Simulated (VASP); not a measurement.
A run of VASP 6.6.1:

File POSCAR:

```
Re
1.0
   -1.8299132502      1.5037635377      1.3412180149
    1.5037635377     -1.8299132502      1.3412180149
    3.3919473144      3.3919473144     -1.9385618107
Re
2
Direct
    0.9583993336      0.0416006664      0.0000000000
    0.7916006664      0.2083993336      0.5000000000
```

The input INCAR.step1:

```
PREC     = Accurate       # precision mode
ENCUT    = 520            # plane-wave cutoff, eV
ISMEAR   = -1             # smearing method
SIGMA    = 0.1            # smearing width, eV
LREAL    = False          # projectors in reciprocal space
LASPH    = True           # aspherical terms in the spheres
NELM     = 100            # most SCF steps
NBANDS   = 14             # bands
GGA      = PE             # functional
ALGO     = Normal         # electronic algorithm
EDIFF    = 1E-4           # SCF threshold, eV
LWAVE    = True           # write WAVECAR
LCHARG   = False          # write CHGCAR
```

The input INCAR.step2:

```
PREC     = Accurate       # precision mode
ENCUT    = 520            # plane-wave cutoff, eV
EDIFF    = 1E-6           # SCF threshold, eV
ISMEAR   = -1             # smearing method
SIGMA    = 0.1            # smearing width, eV
LREAL    = False          # projectors in reciprocal space
LASPH    = True           # aspherical terms in the spheres
NELM     = 100            # most SCF steps
ALGO     = Normal         # electronic algorithm
ISIF     = 2              # what is computed and relaxed
LWAVE    = False          # write WAVECAR
LCHARG   = False          # write CHGCAR
METAGGA  = R2SCAN         # meta-GGA
LMIXTAU  = True         
NBANDS   = 14             # bands
ISTART   = 1
```

The input KPOINTS:

```
regular mesh
0
Gamma
  17 17 8
```

Potentials or basis: VASP PAW PBE potentials, release 64 (Re).

Command:

```console
$ cat potpaw_PBE.64/Re/POTCAR > POTCAR
$ cp INCAR.step1 INCAR
$ mpirun -np 1 vasp_std > vasp.out
$ cp INCAR.step2 INCAR
$ mpirun -np 1 vasp_std > vasp.out
```

Hardware: 1 thread of Intel(R) Xeon(R) Platinum 8488C (Sapphire Rapids), with other jobs on the host.

How long does it take, and how much memory?

Wall time 9.3 min on 1 thread of Intel(R) Xeon(R) Platinum 8488C (Sapphire Rapids), with other jobs on the host, peak memory 0.33 GiB. Counts: k points 621.
